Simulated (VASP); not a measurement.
The system is Sb.

```
Sb
1.0
     5.81209    0.00000    0.00000
    -2.90604    5.03342    0.00000
     0.00000    0.00000    3.56306
Sb
3
Direct
  0.00000 0.00000 0.00000
  0.33333 0.66667 0.50000
  0.66667 0.33333 0.50000
```

This isn't the form of Sb at room conditions, which is rhombohedral.

* Program: VASP 6.6.1
* Task: relaxation of cell and atoms
* Functional: PBEsol
* Potentials or basis: VASP PAW PBE potentials, release 64 (Sb)
* Cutoff: 600 eV
* k mesh: 3 × 3 × 6
* Occupations: gaussian, width 0.1 eV
* Spin: no spin polarisation

At the start: pressure -10.2 GPa; volume 34.75 Å³/atom.

Task: Where does the relaxation end?

Result: Over 6 steps the energy falls by 388.8 meV/atom and the volume is 26.15 Å³/atom (-24.7 %); space group P6/mmm (No. 191, to 0.1 Å) before and after.

The path:
```
step  energy change (eV)  largest force (eV/Å)  pressure (GPa)  volume (Å³)
   1              0.0000                0.0000          -10.16       104.24
   2             -1.1214                0.0000            3.87        74.36
   3             -1.1637                0.0000            0.28        77.86
   4             -1.1633                0.0000           -0.16        78.34
   5             -1.1655                0.0000           -0.17        78.50
   6             -1.1665                0.0000           -0.18        78.44
```

Final structure:
```
Sb
1.0
     5.36940    0.00000    0.00000
    -2.68470    4.65003    0.00000
     0.00000    0.00000    3.14181
Sb
3
Direct
  0.00000 0.00000 0.00000
  0.33333 0.66667 0.50000
  0.66667 0.33333 0.50000
```

Caveat: the k points lie up to 0.45 Å⁻¹ apart in the final cell, too coarse for converged energies and pressures of a metal; the volume moved by over 15 % at a fixed basis, so the end points are rough; the PAW data sets were made with another functional, which shifts forces and pressure a little.
